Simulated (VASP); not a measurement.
Input of a VASP 6.6.1 run:

Contents of INCAR:

```
ALGO = Normal ; EDIFF = 1E-6
EDIFFG = -0.01 ; ENCUT = 600
GGA = RP ; IBRION = 2
ISIF = 4 ; ISMEAR = 0
IVDW = 13 ; LASPH = True
LCHARG = False ; LREAL = False
LWAVE = False ; NELM = 60
NSW = 60 ; PREC = Accurate
SIGMA = 0.05
```

File KPOINTS:

```
k-points
0
Gamma
  8 8 6
```

POSCAR

```
GaN
1.0
    3.2118097843      0.0000000001      0.0000000000
   -1.6059048922      2.7815088653      0.0000000000
    0.0000000000      0.0000000000      5.2354757380
Ga N
2 2
Direct
    0.3333333333      0.6666666667     -0.0007355918
    0.6666666667      0.3333333333      0.4992644082
    0.3333333333      0.6666666667      0.3757355918
    0.6666666667      0.3333333333      0.8757355918
```

Potentials or basis: VASP PAW PBE potentials, release 64 (Ga_d, N).

Launch:

```bash
$ cat potpaw_PBE.64/Ga_d/POTCAR potpaw_PBE.64/N/POTCAR > POTCAR
$ mpirun -np 1 vasp_std > vasp.out
```

(1) What does it give for the dispersion energy per atom?

(2) Estimate the band gap on the k mesh.

## Answers

(1) -0.787 eV.

(2) 1.81 eV, direct.

Caveat: the relaxation stopped at its first step, so nothing moved.
